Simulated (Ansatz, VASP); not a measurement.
# One calculation of Zn, two programs

```xyz
1
Lattice="0.0000 1.9290 1.9290 1.9290 0.0000 1.9290 1.9290 1.9290 0.0000" Properties=species:S:1:pos:R:3 pbc="T T T"
Zn    0.0000    0.0000    0.0000
```

Alike in both runs: functional r2SCAN; k mesh 14 × 14 × 14; occupations fermi-dirac, width 0.1 eV; no spin polarisation.

Ansatz relaxed the structure, and its values are those at the end. VASP's run is a single point on that final structure, the one shown.

|  | VASP | Ansatz |
| --- | --- | --- |
| version | VASP 6.6.1 | Ansatz 0.2.0 |
| potentials or method | VASP PAW PBE potentials, release 64 (Zn), cutoff 520 eV | plane waves (500 eV) with PAW, scalar-relativistic |
| valence electrons in the cell | 12 | 12 |

VASP gave:

```
pressure (GPa) : 0.4
```

Q: Which values does Ansatz return?

A: Pressure (GPa): 0.0.

VASP's potentials were made for PBE, not for r2SCAN. With one functional, cell and mesh, what is left measures potentials, basis and numerics.
